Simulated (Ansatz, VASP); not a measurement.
One calculation of PbF2, two programs

Contents of INCAR:

```
SYSTEM = PbF2
PREC = Accurate ; ENCUT = 600
EDIFF = 1E-6 ; ISMEAR = 0
SIGMA = 0.01 ; LREAL = .FALSE.
LASPH = .TRUE. ; NELM = 120
ALGO = Normal ; ISIF = 2
LWAVE = .FALSE. ; LCHARG = .FALSE.
GGA = PE ; NBANDS = 21
GGA_COMPAT = .FALSE.
```

File KPOINTS:

```
regular mesh
0
G
  6 6 6
  0 0 0
```

File POSCAR:

```
PbF2
1.0
    0.0000000000      2.9604388884      2.9604388884
    2.9604388884      0.0000000000      2.9604388884
    2.9604388884      2.9604388884      0.0000000000
Pb F
1 2
Direct
    0.0000000000      0.0000000000      0.0000000000
    0.2500000000      0.2500000000      0.2500000000
    0.7500000000      0.7500000000      0.7500000000
```

Input for Ansatz:

```yaml
crystal:
  lattice:
    - [0.0, 2.9604388884, 2.9604388884]
    - [2.9604388884, 0.0, 2.9604388884]
    - [2.9604388884, 2.9604388884, 0.0]
  atoms:
    - { symbol: Pb, position: [0.0, 0.0, 0.0] }
    - { symbol: F, position: [0.25, 0.25, 0.25] }
    - { symbol: F, position: [0.75, 0.75, 0.75] }
kpoints:
  mp_grid: { grid: [6, 6, 6] }
hamiltonian:
  xc: pbe
scf:
  occupations: { method: fixed }
  n_extra_bands: 4
output:
  forces: true
  stress: true
  eigenvalues: true
basis:
  ecutwfc: 750
```

Alike in both runs: task single point; functional PBE; k mesh 6 × 6 × 6; no spin polarisation.

|  | VASP | Ansatz |
| --- | --- | --- |
| version | VASP 6.6.1 | Ansatz 0.2.0 |
| potentials or method | VASP PAW PBE potentials, release 64 (Pb_d, F), cutoff 600 eV | plane waves |
| occupations | gaussian, width 0.01 eV | fixed |
| valence electrons in the cell | 28 | 28 |

```tsv
	VASP	Ansatz	Ansatz less VASP
gap on the k mesh at the Fermi level (eV)	4.44	4.44	+0.002
pressure (GPa)	2.7	3.0	+0.26
```

Neither program's run includes spin-orbit coupling.
